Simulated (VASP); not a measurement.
# Ni (Fm-3m) in VASP: a series of runs

Runs on Ni. Level: PBEsol. Tasks: single point, relaxation of cell and atoms.

All numbers are computed with VASP 6.6.1; they aren't measurements. Logs are shortened: lines on timing, memory, paths and dates and some standing lists are left out, and cuts for length are marked.

## (1) The cell of the first run

Symmetry: Fm-3m, No. 225, cubic system. The conventional cell has a = 3.464 Å, b = 3.464 Å, c = 3.464 Å, α = 90.00°, β = 90.00°, γ = 90.00°. Within 3.2 Å of Ni (site symmetry m-3m) lie 12 Ni at 2.45 Å.

## (2) Single point, PBEsol, collinear spin, ferromagnetic start

INCAR reads:

```
PREC = Accurate
ENCUT = 520
EDIFF = 1E-7
ISMEAR = 0
SIGMA = 0.05
LREAL = False
LASPH = True
NELM = 150
ALGO = Normal
ISIF = 2
LWAVE = False
LCHARG = False
ISPIN = 2
MAGMOM = 1.5
LORBIT = 11
LMAXMIX = 4
GGA = PS
NBANDS = 15
```

KPOINTS reads:

```
Automatic mesh
0
Gamma
  8 8 8
```

POSCAR reads:

```
Ni
1.0
    2.4496189519      0.0000000000      0.0000000000
    1.2248094760      2.1214322420      0.0000000000
    1.2248094760      0.7071440807      2.0001054988
Ni
1
Direct
    0.0000000000      0.0000000000      0.0000000000
```

Potentials or basis: VASP PAW PBE potentials, release 64 (Ni).

Command:

```bash
$ cat potpaw_PBE.64/Ni/POTCAR > POTCAR
$ mpirun -np 1 vasp_std > vasp.out
```

OUTCAR:

```text
PREC = Accurate
   ENCUT = 520
   EDIFF = 1E-7
   ISMEAR = 0
   LREAL = False
   LASPH = True
   NELM = 150
   ISIF = 2
   ISPIN = 2
   LORBIT = 11
   GGA = PS

 ion  position               nearest neighbor table
   1  0.000  0.000  0.000-

  LATTYP: Found a face centered cubic cell.
 ALAT       =     3.4642843445

  Lattice vectors:

 A1 = (   2.4496189519,   0.0000000000,   0.0000000000)
 A2 = (   1.2248094760,   2.1214322420,   0.0000000000)
 A3 = (   1.2248094760,   0.7071440807,   2.0001054988)

Analysis of symmetry for initial positions (statically):
=====================================================================
 Subroutine PRICEL returns:
 Original cell was already a primitive cell.

 Routine SETGRP: Setting up the symmetry group for a
 face centered cubic supercell.

 Subroutine GETGRP returns: Found 48 space group operations
 (whereof 48 operations were pure point group operations)
 out of a pool of 48 trial point group operations.

The static configuration has the point symmetry O_h .

Analysis of symmetry for dynamics (positions and initial velocities):
=====================================================================
 Subroutine PRICEL returns:
 Original cell was already a primitive cell.

 Routine SETGRP: Setting up the symmetry group for a
 face centered cubic supercell.

 Subroutine GETGRP returns: Found 48 space group operations
 (whereof 48 operations were pure point group operations)
 out of a pool of 48 trial point group operations.

The dynamic configuration has the point symmetry O_h .

Analysis of structural, dynamic, and magnetic symmetry:
=====================================================================
 Subroutine PRICEL returns:
 Original cell was already a primitive cell.

 Routine SETGRP: Setting up the symmetry group for a
 face centered cubic supercell.

 Subroutine GETGRP returns: Found 48 space group operations
 (whereof 48 operations were pure point group operations)
 out of a pool of 48 trial point group operations.

The overall configuration has the point symmetry O_h .

 Subroutine INISYM returns: Found 48 space group operations
 (whereof 48 operations are pure point group operations),
 and found     1 'primitive' translations

----------------------------------------------------------------------------------------

                                     Primitive cell

  volume of cell :      10.3939

  direct lattice vectors                    reciprocal lattice vectors
     2.449618952  0.000000000  0.000000000     0.408226757 -0.235689828 -0.166657876
     1.224809476  2.121432242  0.000000000     0.000000000  0.471379656 -0.166657876
     1.224809476  0.707144081  2.000105499     0.000000000  0.000000000  0.499973627

  length of vectors
     2.449618952  2.449618952  2.449618952     0.499973627  0.499973627  0.499973627

  position of ions in fractional coordinates (direct lattice)
     0.000000000  0.000000000  0.000000000

  ion indices of the primitive-cell ions
   primitive index   ion index
                 1           1

----------------------------------------------------------------------------------------

 KPOINTS: Automatic mesh

Automatic generation of k-mesh.
 Grid dimensions read from file:
 generate k-points for:    8    8    8

 Generating k-lattice:

  Cartesian coordinates                     Fractional coordinates (reciprocal lattice)
     0.051028345 -0.029461228 -0.020832234     0.125000000  0.000000000  0.000000000
     0.000000000  0.058922457 -0.020832234     0.000000000  0.125000000  0.000000000
     0.000000000  0.000000000  0.062496703     0.000000000  0.000000000  0.125000000

  Length of vectors
     0.062496703  0.062496703  0.062496703

  Shift w.r.t. Gamma in fractional coordinates (k-lattice)
     0.000000000  0.000000000  0.000000000

 Subroutine IBZKPT returns following result:
 ===========================================

 Found     29 irreducible k-points:

 Following reciprocal coordinates:
            Coordinates               Weight
  0.000000  0.000000  0.000000      1.000000
  0.125000  0.000000 -0.000000      8.000000
  0.250000  0.000000 -0.000000      8.000000
  0.375000  0.000000  0.000000      8.000000
  0.500000  0.000000 -0.000000      4.000000
  0.125000  0.125000 -0.000000      6.000000
[... 16 lines left out ...]
  0.500000  0.250000  0.125000     48.000000
 -0.375000  0.250000  0.125000     24.000000
 [... further k-points ...]
   k-points           NKPTS =     29   k-points in BZ     NKDIM =     29   number of bands    NBANDS=     15
   number of dos      NEDOS =    301   number of ions     NIONS =      1
   total plane-waves  NPLWV =   5832
   dimension x,y,z NGX =    18 NGY =   18 NGZ =   18
   dimension x,y,z NGXF=    36 NGYF=   36 NGZF=   36
   ions per type =               1
   NGX,Y,Z   is equivalent  to a cutoff of  12.22, 12.22, 12.22 a.u.
   NGXF,Y,Z  is equivalent  to a cutoff of  24.43, 24.43, 24.43 a.u.
 SYSTEM =  unknown system
   PREC   = accura    normal or accurate (medium, high low for compatibility)
   ISTART =      0    job   : 0-new  1-cont  2-samecut
   ICHARG =      2    charge: 1-file 2-atom 10-const
   ISPIN  =      2    spin polarized calculation?
   LNONCOLLINEAR =      F non collinear calculations
   LSORBIT =      F    spin-orbit coupling
   LASPH  =      T    aspherical Exc in radial PAW
   ENCUT  =  520.0 eV  38.22 Ry    6.18 a.u.   4.55  4.55  4.55*2*pi/ulx,y,z
   NELM   =    150;   NELMIN=  2; NELMDL= -5     # of ELM steps
   EDIFF  = 0.1E-06   stopping-criterion for ELM
   LREAL  =      F    real-space projection
   EDIFFG = 0.1E-05   stopping-criterion for IOM
   NSW    =      0    number of steps for IOM
   IBRION =     -1    ionic relax: 0-MD 1-quasi-New 2-CG
   NFREE  =      0    steps in history (QN), initial steepest desc. (CG)
   ISIF   =      2    stress and relaxation
   ISYM   =      2    0-nonsym 1-usesym 2-fastsym
   POTIM  = 0.5000    time-step for ionic-motion
   TEBEG  =    0.0;   TEEND  =   0.0 temperature during run
   PSTRESS=    0.0 pullay stress
   NELECT =      10.0000    total number of electrons
   NUPDOWN=      -1.0000    fix difference up-down
   EMIN   =  10.00;   EMAX   =-10.00  energy-range for DOS
   EFERMI =   0.00;   METHOD = LEGACY
   ISMEAR =     0;   SIGMA  =   0.05  broadening in eV -4-tet -1-fermi 0-gaus
   EFERMI_NEDOS =   21; number of points for ismear=-14 and -15
   IALGO  =     38    algorithm
   IMIX   =      4    mixing-type and parameters
     AMIX     =   0.40;   BMIX     =  1.00
     AMIX_MAG =   1.60;   BMIX_MAG =  1.00
  volume/ion in A,a.u.               =      10.39        70.14
  Fermi-wavevector in a.u.,A,eV,Ry     =   1.616149  3.054078 35.537552  2.611936
  Thomas-Fermi vector in A             =   2.710782
   LORBIT       =     11    0 simple, 1 ext, 2 COOP (PROOUT), +10 PAW based schemes
   GGA     = PS    functional components
   LHFCALC =     F    Hartree Fock is set to
   AEXX    =    0.0000 exact exchange contribution
   IVDW    =     0    specifies the selected vdW correction
   LEPSILON=     F    determine dielectric tensor
   LRPA    =     F    only Hartree local field effects (RPA)
 spin polarized calculation
 Gauss-broadening in eV      SIGMA  =   0.05
  energy-cutoff  :      520.00
  volume of cell :       10.39
 maximum number of plane-waves:       291
   NGX =  9   NGY =  9   NGZ =  9

 number of electron      10.0000000 magnetization       1.5000000

 number of electron       9.9999994 magnetization       0.6991577

 Free energy of the ion-electron system (eV)
  ---------------------------------------------------
  ext. energy  EPLUGINS =         0.00000000
  ---------------------------------------------------
  free energy    TOTEN  =        -6.13494306 eV

  energy without entropy =       -6.13235669  energy(sigma->0) =       -6.13364987

 E-fermi :   9.8329     XC(G=0): -13.7118

 val. band max:        9.8282610889   @ k =  -0.2500   0.3750   0.1250
 cond. band min:       9.8450165958   @ k =   0.3750   0.3750   0.0000
 fundamental gap:      0.0167555069
 Fermi energy:         9.8329017793

 spin component 1

 k-point     1 :       0.0000    0.0000    0.0000
  band No.  band energies     occupation
      1       0.4557      1.00000
      2       7.2456      1.00000
      3       7.2456      1.00000
      4       7.2456      1.00000
      5       8.4776      1.00000
      6       8.4776      1.00000
      7      33.9303      0.00000
      8      38.1195      0.00000
      9      38.1195      0.00000
     10      38.1195      0.00000
     11      41.1877      0.00000
     12      41.1877      0.00000
     13      41.1877      0.00000
     14      44.1236      0.00000
     15      50.8922      0.00000
[... 397 lines left out ...]
 k-point    24 :      -0.3750    0.2500    0.1250
  band No.  band energies     occupation
      1       5.6125      1.00000
      2       6.4879      1.00000
      3       7.1467      1.00000
      4       7.9112      1.00000
      5       9.1068      1.00000
      6      13.2594      0.00000
      7      16.1852      0.00000
      8      26.2208      0.00000
      9      27.2606      0.00000
     10      36.1974      0.00000
     11      40.4914      0.00000
     12      47.9585      0.00000
     13      50.6284      0.00000
     14      51.3063      0.00000
     15      52.5539      0.00000

 [... further k-points ...]

 spin component 2

 k-point     1 :       0.0000    0.0000    0.0000
  band No.  band energies     occupation
      1       0.4661      1.00000
      2       8.0295      1.00000
      3       8.0295      1.00000
      4       8.0295      1.00000
      5       9.1738      1.00000
      6       9.1738      1.00000
      7      33.8351      0.00000
      8      38.1408      0.00000
      9      38.1408      0.00000
     10      38.1408      0.00000
     11      41.3402      0.00000
     12      41.3402      0.00000
     13      41.3402      0.00000
     14      44.0415      0.00000
     15      51.1259      0.00000
[... 397 lines left out ...]
 k-point    24 :      -0.3750    0.2500    0.1250
  band No.  band energies     occupation
      1       6.1469      1.00000
      2       6.9733      1.00000
      3       7.7745      1.00000
      4       8.6053      1.00000
      5       9.9453      0.00074
      6      13.5849      0.00000
      7      16.5712      0.00000
      8      26.3490      0.00000
      9      27.4088      0.00000
     10      36.2395      0.00000
     11      40.5814      0.00000
     12      47.9703      0.00000
     13      50.7301      0.00000
     14      51.5247      0.00000
     15      52.9936      0.00000

 [... further k-points ...]
[... 5 lines left out ...]
  --------------------------------------------------------------------------------------
  -------------------------------------------------------------------------------------
  Total        0.0008884      0.0008884      0.0008884      0.0000000      0.0000000      0.0000000
  in kB        0.1369442      0.1369442      0.1369442      0.0000000      0.0000000      0.0000000
  external PRESSURE =       0.1369442 kB  Pullay stress =       0.0000000 kB

 VOLUME and BASIS-vectors are now :
 -----------------------------------------------------------------------------
  energy-cutoff  :      520.00
  volume of cell :       10.39
      direct lattice vectors                 reciprocal lattice vectors
     2.449618952  0.000000000  0.000000000     0.408226757 -0.235689828 -0.166657876
     1.224809476  2.121432242  0.000000000     0.000000000  0.471379656 -0.166657876
     1.224809476  0.707144081  2.000105499     0.000000000  0.000000000  0.499973627

 POSITION                                       TOTAL-FORCE (eV/Angst)
 -----------------------------------------------------------------------------------
      0.00000      0.00000      0.00000         0.000000     -0.000000      0.000000
 -----------------------------------------------------------------------------------
    total drift:                                0.000000      0.000000      0.000000

  FREE ENERGIE OF THE ION-ELECTRON SYSTEM (eV)
  ---------------------------------------------------
  free  energy   TOTEN  =        -6.1349430552 eV

  energy  without entropy=       -6.1323566898  energy(sigma->0) =       -6.13364987

 total charge

# of ion       s       p       d       tot
------------------------------------------
    1        0.522   0.551   8.324   9.397

 magnetization (x)

# of ion       s       p       d       tot
------------------------------------------
    1       -0.003  -0.021   0.728   0.703
```

Wall time 12 s (1 thread of Intel Xeon Platinum 8488C (Sapphire Rapids), shared host); peak memory 0.12 GiB.

What came out:

- Free energy: -6.1349 eV
- Pressure: 0.0 GPa
- Net moment: 0.70 μB per cell
- Site moments: Ni +0.70 μB
- Valence electrons inside the program's atomic spheres: Ni 9.40

Caveat: the k points lie up to 0.39 Å⁻¹ apart; the PAW data sets were made with another functional, which shifts forces and pressure a little.

[end of part 1 of 2]
